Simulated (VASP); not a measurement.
Runs of VASP 6.6.1 on InGaAs2. The structure is that of space group P-4m2 (No. 115), or close to it. The cells are those of the table. 

```tsv
cell	gap on the mesh (eV)	pressure (GPa)	largest force (eV/Å)
a = 3.937, b = 3.937, c = 6.052 Å, 4 atoms	-	5.7	0.05
a = 3.937, b = 3.937, c = 5.756 Å, 4 atoms	0.53	10.7	0.13
a = 4.351, b = 4.351, c = 5.609 Å, 4 atoms	-	(a)	0.01
a = 4.144, b = 4.144, c = 5.609 Å, 4 atoms	0.18	3.7	(b)
a = 4.041, b = 4.041, c = 5.904 Å, 4 atoms	-	3.6	0.04
a = 4.041, b = 4.041, c = 5.609 Å, 4 atoms	0.45	8.1	0.14
a = 3.937, b = 3.937, c = 5.904 Å, 4 atoms	0.33	8.0	0.08
a = 3.937, b = 3.937, c = 6.199 Å, 4 atoms	none	3.6	0.02
```

Alike in all rows: task single point; level PBEsol; potentials or basis VASP PAW PBE potentials, release 64 (In_d, Ga_d, As); no spin polarisation; k mesh 12 × 12 × 8; cutoff (eV) 520; smearing gaussian 0.15 eV.

Problem. Fill in the values left out.

Solution. (a) -2.6; (b) 0.09.

Caveats: the PAW data sets were made with another functional, which shifts forces and pressure a little; spin-orbit coupling is left out, which moves the levels of the heavy elements.

A k mesh can miss the band edges, and the runs leave out spin-orbit coupling on As, Ga, In.

A gap of «none» marks levels without a gap at the run's occupations.
